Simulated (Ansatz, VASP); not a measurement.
**One calculation of Ti, two programs**

```xyz
2
Lattice="2.9359 0.0000 0.0000 -1.4679 2.5425 0.0000 0.0000 0.0000 4.6416" Properties=species:S:1:pos:R:3 pbc="T T T"
Ti    0.0000    1.6950    1.1604
Ti    1.4679    0.8475    3.4812
```

Alike in both runs: task single point; functional r2SCAN; k mesh 12 × 12 × 7; occupations methfessel-paxton of order 1, width 0.6 eV; no spin polarisation.

|  | VASP | Ansatz |
| --- | --- | --- |
| version | VASP 6.6.1 | Ansatz 0.2.0 |
| potentials or method | VASP PAW PBE potentials, release 64 (Ti_sv), cutoff 520 eV | plane waves (500 eV) with PAW, scalar-relativistic |
| valence electrons in the cell | 24 | 24 |

|  | VASP | Ansatz | Ansatz less VASP |
| --- | --- | --- | --- |
| pressure (GPa) | 0.0 | -0.4 | -0.37 |
| traceless stress, the component that is largest in VASP (GPa) | -0.12 | -0.12 | -0.006 |

VASP's potentials were made for PBE, not for r2SCAN. The functional is the same, so the differences come from potentials, cutoffs and numerics.
